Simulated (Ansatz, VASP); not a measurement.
**CdS: VASP beside Ansatz**

POSCAR

```
CdS
1.0
    0.0000000000      2.6582278552      2.6582278552
    2.6582278552      0.0000000000      2.6582278552
    2.6582278552      2.6582278552      0.0000000000
Cd S
1 1
Direct
    0.0000000000      0.0000000000      0.0000000000
    0.5000000000      0.5000000000      0.5000000000
```

INCAR.step1

```
SYSTEM = CdS
PREC = Accurate
ENCUT = 520
ISMEAR = -1
SIGMA = 0.03
LREAL = .FALSE.
LASPH = .TRUE.
NELM = 80
NBANDS = 16
GGA = PE
ALGO = Normal
EDIFF = 1E-4
LWAVE = .TRUE.
LCHARG = .FALSE.
```

The input INCAR.step2:

```
SYSTEM = CdS
PREC = Accurate
ENCUT = 520
EDIFF = 1E-8
ISMEAR = -1
SIGMA = 0.03
LREAL = .FALSE.
LASPH = .TRUE.
NELM = 80
ALGO = Normal
ISIF = 2
LWAVE = .FALSE.
LCHARG = .FALSE.
METAGGA = R2SCAN
LMIXTAU = .TRUE.
LEFG = .TRUE.
NBANDS = 16
ISTART = 1
```

The input KPOINTS:

```
Automatic mesh
0
G
  9 9 9
  0 0 0
```

Input for Ansatz:

```yaml
crystal:
  lattice:
    - [0.0, 2.6582278552, 2.6582278552]
    - [2.6582278552, 0.0, 2.6582278552]
    - [2.6582278552, 2.6582278552, 0.0]
  atoms:
    - { symbol: Cd, position: [0.0, 0.0, 0.0] }
    - { symbol: S, position: [0.5, 0.5, 0.5] }
kpoints:
  mp_grid: { grid: [9, 9, 9] }
  band_path:
    path:
      - [0.0, 0.0, 0.0]
      - [0.5, 0.0, 0.5]
      - [0.625, 0.25, 0.625]
      - [0.375, 0.375, 0.75]
      - [0.0, 0.0, 0.0]
      - [0.5, 0.5, 0.5]
      - [0.5, 0.25, 0.75]
      - [0.5, 0.0, 0.5]
    npoints: 6
scf:
  occupations: { method: fermi_dirac, width: 0.03 }
hamiltonian:
  xc: r2scan
  pseudopotentials: { kind: paw }
output:
  forces: true
  stress: true
  eigenvalues: true
  efg: { contact_densities: true }
  populations: true
```

Change from the starting cell: volume scaled by 0.9, PAW files.

Alike in both runs: task electric field gradients; functional r2SCAN; k mesh 9 × 9 × 9; occupations fermi-dirac, width 0.03 eV; no spin polarisation.

|  | VASP | Ansatz |
| --- | --- | --- |
| version | VASP 6.6.1 | Ansatz 0.2.0 |
| potentials or method | VASP PAW PBE potentials, release 64 (Cd, S) | PAW with Ansatz's default frozen-core files, scalar-relativistic |
| plane-wave cutoff (eV) | 520 | 500 |
| valence electrons in the cell | 18 | 26 |

|  | VASP | Ansatz | Ansatz less VASP |
| --- | --- | --- | --- |
| pressure (GPa) | 8.2 | 7.5 | -0.68 |

VASP's potentials were made for PBE, not for r2SCAN. VASP's potentials hold 18 valence electrons a cell and Ansatz's 26, so a difference there can come from the potentials and not from the codes.
